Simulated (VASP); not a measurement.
# Mg3Cd2Te5 (P1) in VASP: single point with PBE

Aim: the single point of Mg3Cd2Te5 with PBE.

All numbers are computed with VASP 6.6.1; they aren't measurements. Logs are shortened: lines on timing, memory, paths and dates and some standing lists are left out, and cuts for length are marked.

## (1) The cell of the first run

The typed cell holds 10 atoms: a = 4.655 Å, b = 4.656 Å, c = 16.567 Å, α = 98.08°, β = 98.08°, γ = 89.98°.

## (2) Single point, PBE

INCAR

```
SYSTEM = Mg3Cd2Te5
ALGO = Normal
EDIFF = 1E-6
ENCUT = 520
GGA = PE
ISIF = 2
ISMEAR = 0
LASPH = .TRUE.
LCHARG = .TRUE.
LELF = .TRUE.
LREAL = .FALSE.
LVHAR = .TRUE.
LWAVE = .FALSE.
NBANDS = 41
NELM = 100
PREC = Accurate
SIGMA = 0.1
```

KPOINTS

```
k-points
0
G
  4 4 4
  0 0 0
```

POSCAR

```
Mg3Cd2Te5
1.0
    0.0009325222     -4.6547042177     -0.0000224206
    4.6561725040     -0.0009481225     -0.0000190279
   -2.3277895811      2.3267918119     16.2365986876
Mg Cd Te
3 2 5
Direct
    0.7009489413      0.7015660273      0.4015755197
    0.2993425741      0.2987781922      0.5984408826
    0.4984074375      0.5001297867      0.0000636384
    0.8995721504      0.9005803700      0.7990958140
    0.1018098319      0.0991109628      0.2009206903
    0.3480941377      0.8477815824      0.6963307608
    0.9496167840      0.4517247586      0.9020154466
    0.5499570391      0.0490518592      0.0980164981
    0.1520801530      0.6506575397      0.3035446806
    0.7501709506      0.2506189209      0.4999960690
```

Potentials or basis: VASP PAW PBE potentials, release 64 (Mg, Cd, Te).

Command:

```console
$ cat potpaw_PBE.64/Mg/POTCAR potpaw_PBE.64/Cd/POTCAR potpaw_PBE.64/Te/POTCAR > POTCAR
$ mpirun -np 1 vasp_std > vasp.out
```

OUTCAR:

```text
SYSTEM = Mg3Cd2Te5
   EDIFF = 1E-6
   ENCUT = 520
   GGA = PE
   ISIF = 2
   ISMEAR = 0
   LASPH = .TRUE.
   LREAL = .FALSE.
   NELM = 100
   PREC = Accurate

 ion  position               nearest neighbor table
   1  0.701  0.702  0.402-   9 2.82   9 2.82  10 2.82  10 2.82
   2  0.299  0.299  0.598-   6 2.82   6 2.82  10 2.82  10 2.82
   3  0.498  0.500  0.000-   7 2.82   8 2.82   8 2.82   7 2.82
   4  0.900  0.901  0.799-   6 2.86   6 2.86   7 2.86   7 2.87
   5  0.102  0.099  0.201-   9 2.86   8 2.86   9 2.86   8 2.87
   6  0.348  0.848  0.696-   2 2.82   2 2.82   4 2.86   4 2.86
   7  0.950  0.452  0.902-   3 2.82   3 2.82   4 2.86   4 2.87
   8  0.550  0.049  0.098-   3 2.82   3 2.82   5 2.86   5 2.87
   9  0.152  0.651  0.304-   1 2.82   1 2.82   5 2.86   5 2.86
  10  0.750  0.251  0.500-   1 2.82   2 2.82   2 2.82   1 2.82

  LATTYP: Found a triclinic cell.
 ALAT       =    17.8267242772
 B/A-ratio  =     0.2611082237
 C/A-ratio  =     0.2611905883
 COS(alpha) =     0.0004039667
 COS(beta)  =     0.1307144258
 COS(gamma) =     0.3916614474

  Lattice vectors:

 A1 = (  -2.3287221033,   6.9814960296,  16.2366211082)
 A2 = (  -0.0009325222,   4.6547042177,   0.0000224206)
 A3 = (  -4.6561725040,   0.0009481225,   0.0000190279)

Analysis of symmetry for initial positions (statically):
=====================================================================
 Subroutine PRICEL returns:
 Original cell was already a primitive cell.

 Routine SETGRP: Setting up the symmetry group for a
 triclinic supercell.

 Subroutine GETGRP returns: Found  1 space group operations
 (whereof  1 operations were pure point group operations)
 out of a pool of  2 trial point group operations.

The static configuration has the point symmetry C_1 .

Analysis of symmetry for dynamics (positions and initial velocities):
=====================================================================
 Subroutine PRICEL returns:
 Original cell was already a primitive cell.

 Routine SETGRP: Setting up the symmetry group for a
 triclinic supercell.

 Subroutine GETGRP returns: Found  1 space group operations
 (whereof  1 operations were pure point group operations)
 out of a pool of  2 trial point group operations.

The dynamic configuration has the point symmetry C_1 .

 Subroutine INISYM returns: Found  1 space group operations
 (whereof  1 operations are pure point group operations),
 and found     1 'primitive' translations

----------------------------------------------------------------------------------------

                                     Primitive cell

  volume of cell :     351.8971

  direct lattice vectors                    reciprocal lattice vectors
     0.000932522 -4.654704218 -0.000022421    -0.000043621 -0.214836579  0.030780982
     4.656172504 -0.000948122 -0.000019028     0.214768810  0.000042878  0.030784577
    -2.327789581  2.326791812 16.236598688     0.000000252 -0.000000297  0.061589333

  length of vectors
     4.654704311  4.656172601 16.566825327     0.217030474  0.216963899  0.061589333

  position of ions in fractional coordinates (direct lattice)
     0.700948941  0.701566027  0.401575520
     0.299342574  0.298778192  0.598440883
     0.498407437  0.500129787  0.000063638
     0.899572150  0.900580370  0.799095814
     0.101809832  0.099110963  0.200920690
     0.348094138  0.847781582  0.696330761
     0.949616784  0.451724759  0.902015447
     0.549957039  0.049051859  0.098016498
     0.152080153  0.650657540  0.303544681
     0.750170951  0.250618921  0.499996069

  ion indices of the primitive-cell ions
   primitive index   ion index
                 1           1
                 2           2
                 3           3
                 4           4
                 5           5
                 6           6
                 7           7
                 8           8
                 9           9
                10          10

----------------------------------------------------------------------------------------

 KPOINTS: k-points

Automatic generation of k-mesh.
 Grid dimensions read from file:
 generate k-points for:    4    4    4

 Generating k-lattice:

  Cartesian coordinates                     Fractional coordinates (reciprocal lattice)
    -0.000010905 -0.053709145  0.007695246     0.250000000  0.000000000  0.000000000
     0.053692202  0.000010720  0.007696144    -0.000000000  0.250000000  0.000000000
     0.000000063 -0.000000074  0.015397333     0.000000000 -0.000000000  0.250000000

  Length of vectors
     0.054257618  0.054240975  0.015397333

  Shift w.r.t. Gamma in fractional coordinates (k-lattice)
     0.000000000  0.000000000  0.000000000

 Subroutine IBZKPT returns following result:
 ===========================================

 Found     36 irreducible k-points:

 Following reciprocal coordinates:
            Coordinates               Weight
  0.000000  0.000000  0.000000      1.000000
  0.250000  0.000000 -0.000000      2.000000
 -0.250000 -0.000000  0.250000      2.000000
  0.500000  0.000000 -0.000000      1.000000
  0.500000 -0.000000  0.500000      1.000000
  0.000000  0.250000 -0.000000      2.000000
[... 16 lines left out ...]
 -0.000000 -0.250000  0.500000      2.000000
  0.250000  0.250000  0.250000      2.000000
 [... further k-points ...]
   k-points           NKPTS =     36   k-points in BZ     NKDIM =     36   number of bands    NBANDS=     41
   number of dos      NEDOS =    301   number of ions     NIONS =     10
   total plane-waves  NPLWV = 163296
   dimension x,y,z NGX =    36 NGY =   36 NGZ =  126
   dimension x,y,z NGXF=    72 NGYF=   72 NGZF=  252
   ions per type =               3   2   5
   NGX,Y,Z   is equivalent  to a cutoff of  12.86, 12.85, 12.64 a.u.
   NGXF,Y,Z  is equivalent  to a cutoff of  25.72, 25.71, 25.29 a.u.
 SYSTEM =  Mg3Cd2Te5
   PREC   = accura    normal or accurate (medium, high low for compatibility)
   ISTART =      0    job   : 0-new  1-cont  2-samecut
   ICHARG =      2    charge: 1-file 2-atom 10-const
   ISPIN  =      1    spin polarized calculation?
   LNONCOLLINEAR =      F non collinear calculations
   LSORBIT =      F    spin-orbit coupling
   LASPH  =      T    aspherical Exc in radial PAW
   ENCUT  =  520.0 eV  38.22 Ry    6.18 a.u.   8.65  8.66 30.80*2*pi/ulx,y,z
   NELM   =    100;   NELMIN=  2; NELMDL= -5     # of ELM steps
   EDIFF  = 0.1E-05   stopping-criterion for ELM
   LREAL  =      F    real-space projection
   EDIFFG = 0.1E-04   stopping-criterion for IOM
   NSW    =      0    number of steps for IOM
   IBRION =     -1    ionic relax: 0-MD 1-quasi-New 2-CG
   NFREE  =      0    steps in history (QN), initial steepest desc. (CG)
   ISIF   =      2    stress and relaxation
   ISYM   =      2    0-nonsym 1-usesym 2-fastsym
   POTIM  = 0.5000    time-step for ionic-motion
   TEBEG  =    0.0;   TEEND  =   0.0 temperature during run
   PSTRESS=    0.0 pullay stress
   NELECT =      60.0000    total number of electrons
   NUPDOWN=      -1.0000    fix difference up-down
   EMIN   =  10.00;   EMAX   =-10.00  energy-range for DOS
   EFERMI =   0.00;   METHOD = LEGACY
   ISMEAR =     0;   SIGMA  =   0.10  broadening in eV -4-tet -1-fermi 0-gaus
   EFERMI_NEDOS =   21; number of points for ismear=-14 and -15
   IALGO  =     38    algorithm
   IMIX   =      4    mixing-type and parameters
     AMIX     =   0.40;   BMIX     =  1.00
     AMIX_MAG =   1.60;   BMIX_MAG =  1.00
  volume/ion in A,a.u.               =      35.19       237.47
  Fermi-wavevector in a.u.,A,eV,Ry     =   0.907793  1.715480 11.212393  0.824088
  Thomas-Fermi vector in A             =   2.031642
   LORBIT       =      0    0 simple, 1 ext, 2 COOP (PROOUT), +10 PAW based schemes
   GGA     = PE    functional components
   LHFCALC =     F    Hartree Fock is set to
   AEXX    =    0.0000 exact exchange contribution
   IVDW    =     0    specifies the selected vdW correction
   LEPSILON=     F    determine dielectric tensor
   LRPA    =     F    only Hartree local field effects (RPA)
 non-spin polarized calculation
 Gauss-broadening in eV      SIGMA  =   0.10
  energy-cutoff  :      520.00
  volume of cell :      351.90
 maximum number of plane-waves:      9536
 NGX is ok and might be reduce to    36
   NGX = 17   NGY = 17   NGZ = 61

 number of electron      60.0000006 magnetization

 Free energy of the ion-electron system (eV)
  ---------------------------------------------------
  ext. energy  EPLUGINS =         0.00000000
  ---------------------------------------------------
  free energy    TOTEN  =       -28.75567976 eV

  energy without entropy =      -28.75567976  energy(sigma->0) =      -28.75567976

 E-fermi :   2.2263     XC(G=0):  -7.9854

 val. band max:        1.7706625183   @ k =   0.0000   0.0000   0.0000
 cond. band min:       3.2908105460   @ k =   0.0000   0.0000   0.0000
 fundamental gap:      1.5201480277
 Fermi energy:         2.2262532594

 k-point     1 :       0.0000    0.0000    0.0000
  band No.  band energies     occupation
      1      -8.6466      2.00000
      2      -8.4601      2.00000
      3      -8.4423      2.00000
      4      -8.1382      2.00000
      5      -8.0082      2.00000
      6      -5.9804      2.00000
[... 33 lines left out ...]
     40       6.8475      0.00000
     41       6.8556      0.00000

 k-point     2 :       0.2500    0.0000   -0.0000
  band No.  band energies     occupation
      1      -8.4932      2.00000
      2      -8.3805      2.00000
      3      -8.3213      2.00000
      4      -8.1377      2.00000
      5      -7.9946      2.00000
      6      -5.9768      2.00000
[... 33 lines left out ...]
     40       7.1068      0.00000
     41       7.1264      0.00000

 k-point     3 :      -0.2500   -0.0000    0.2500
  band No.  band energies     occupation
      1      -8.4931      2.00000
      2      -8.3808      2.00000
      3      -8.3209      2.00000
      4      -8.1378      2.00000
      5      -7.9945      2.00000
      6      -5.9768      2.00000
[... 33 lines left out ...]
     40       7.1078      0.00000
     41       7.1267      0.00000

 k-point     4 :       0.5000    0.0000   -0.0000
  band No.  band energies     occupation
      1      -8.2568      2.00000
      2      -8.2479      2.00000
      3      -8.2147      2.00000
      4      -8.2020      2.00000
      5      -8.0223      2.00000
      6      -5.9730      2.00000
[... 825 lines left out ...]
     40       7.1415      0.00000
     41       7.2343      0.00000

 k-point    23 :      -0.0000   -0.2500    0.5000
  band No.  band energies     occupation
      1      -8.4757      2.00000
      2      -8.4288      2.00000
      3      -8.2741      2.00000
      4      -8.1587      2.00000
      5      -7.9907      2.00000
      6      -5.9759      2.00000
[... 33 lines left out ...]
     40       7.1414      0.00000
     41       7.2585      0.00000

 k-point    24 :       0.2500    0.2500    0.2500
  band No.  band energies     occupation
      1      -8.3508      2.00000
      2      -8.3215      2.00000
      3      -8.2087      2.00000
      4      -8.1272      2.00000
      5      -7.9561      2.00000
      6      -5.9603      2.00000
[... 33 lines left out ...]
     40       7.2443      0.00000
     41       7.4450      0.00000

 [... further k-points ...]

------------------------ aborting loop because EDIFF is reached ----------------------------------------

  FORCE on cell =-STRESS in cart. coord.  units (eV):
  Direction    XX          YY          ZZ          XY          YZ          ZX
  --------------------------------------------------------------------------------------
  -------------------------------------------------------------------------------------
  Total        0.1099998      0.1237336      0.0720379      0.0073340      0.0010991      0.0024842
  in kB        0.5008258      0.5633554      0.3279865      0.0333914      0.0050043      0.0113105
  external PRESSURE =       0.4640559 kB  Pullay stress =       0.0000000 kB

 VOLUME and BASIS-vectors are now :
 -----------------------------------------------------------------------------
  energy-cutoff  :      520.00
  volume of cell :      351.90
      direct lattice vectors                 reciprocal lattice vectors
     0.000932522 -4.654704218 -0.000022421    -0.000043621 -0.214836579  0.030780982
     4.656172504 -0.000948122 -0.000019028     0.214768810  0.000042878  0.030784577
    -2.327789581  2.326791812 16.236598688     0.000000252 -0.000000297  0.061589333

 POSITION                                       TOTAL-FORCE (eV/Angst)
 -----------------------------------------------------------------------------------
      2.33248     -2.32899      6.52019        -0.003380     -0.001504     -0.012321
     -0.00160     -0.00119      9.71663         0.000866      0.000229      0.009911
      2.32901     -2.32027      0.00101         0.000601     -0.004946     -0.002091
      2.33397     -2.32877     12.97456        -0.004508      0.002343      0.009072
     -0.00613     -0.00649      3.26226         0.002815      0.003575     -0.009217
      2.32683     -0.00086     11.30602         0.002910     -0.000712     -0.027551
      0.00449     -2.32181     14.64563         0.000311     -0.002616      0.024192
      0.00074     -2.33187      1.59144        -0.001723      0.001739     -0.026759
      2.32313     -0.00222      4.92852         0.004028      0.001419      0.036464
      0.00374     -2.32867      8.11821        -0.001921      0.000472     -0.001699
 -----------------------------------------------------------------------------------
    total drift:                                0.000035      0.000247      0.000026

  FREE ENERGIE OF THE ION-ELECTRON SYSTEM (eV)
  ---------------------------------------------------
  free  energy   TOTEN  =       -28.7556797649 eV

  energy  without entropy=      -28.7556797648  energy(sigma->0) =      -28.75567976
```

Run time: 11 min. Hardware: 1 thread of Intel Xeon 8259CL, shared host; peak memory 0.69 GiB.

What came out:

* Free energy: -28.7557 eV
* Pressure: 0.0 GPa
* Largest force: 0.037 eV/Å
* Band gap on the k mesh: 1.52 eV

Forces in eV/Å, atoms in the order of the input:
```
Mg  -0.003 -0.002 -0.012
Mg   0.001  0.000  0.010
Mg   0.001 -0.005 -0.002
Cd  -0.005  0.002  0.009
Cd   0.003  0.004 -0.009
Te   0.003 -0.001 -0.028
Te   0.000 -0.003  0.024
Te  -0.002  0.002 -0.027
Te   0.004  0.001  0.036
Te  -0.002  0.000 -0.002
```

Caveat: spin-orbit coupling is left out, which moves the levels of the heavy elements. A k mesh can miss the band edges.
